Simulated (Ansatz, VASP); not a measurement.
# Be: VASP beside Ansatz

INCAR

```
SYSTEM = Be
PREC = Accurate
ENCUT = 520
EDIFF = 1E-7
ISMEAR = -1
SIGMA = 0.1
LREAL = .FALSE.
LASPH = .TRUE.
NELM = 100
ALGO = Normal
ISIF = 2
LWAVE = .FALSE.
LCHARG = .FALSE.
NBANDS = 9
```

Contents of KPOINTS:

```
regular mesh
0
G
  26 26 15
  0 0 0
```

Contents of POSCAR:

```
Be
1.0
    2.1365094803      0.0000000000      0.0000000000
   -1.0682547402      1.8502714854      0.0000000000
    0.0000000000      0.0000000000      3.3619724151
Be
2
Direct
    0.3333333333      0.6666666667      0.2500000000
    0.6666666667      0.3333333333      0.7500000000
```

Input for Ansatz:

```yaml
crystal:
  lattice:
    - [2.1365094803, 0.0, 0.0]
    - [-1.0682547402, 1.8502714854, 0.0]
    - [0.0, 0.0, 3.3619724151]
  atoms:
    - { symbol: Be, position: [0.3333333333, 0.6666666667, 0.25] }
    - { symbol: Be, position: [0.6666666667, 0.3333333333, 0.75] }
hamiltonian:
  xc: lda
  pseudopotentials:
    kind: paw
    azcp:
      Be: "pseudopotentials/Be.paw.azcp"
basis:
  ecutwfc: 420
  fft_grid_basis: typed
kpoints:
  mp_grid: { grid: [26, 26, 15], shift: [0, 0, 0] }
magnetization:
  spin_polarized: false
scf:
  occupations: { method: fermi_dirac, width: 0.1 }
output:
  stress: true
```

Alike in both runs: task single point; functional LDA; k mesh 26 × 26 × 15; occupations fermi-dirac, width 0.1 eV; no spin polarisation.

|  | VASP | Ansatz |
| --- | --- | --- |
| version | VASP 6.6.1 | Ansatz 0.2.0 |
| potentials or method | VASP PAW LDA potentials, release 64 (Be), cutoff 520 eV | plane waves (420 eV) with PAW, scalar-relativistic |
| valence electrons in the cell | 4 | 4 |

|  | VASP | Ansatz | Ansatz less VASP |
| --- | --- | --- | --- |
| pressure (GPa) | 21.4 | 20.8 | -0.64 |
| traceless stress, the component that is largest in VASP (GPa) | 2.81 | 2.81 | +0.002 |

Ansatz warns that its potentials were made for another functional, while VASP's fit it. LDA's correlation is that of Perdew and Zunger in VASP and of Perdew and Wang (1992) in Ansatz.
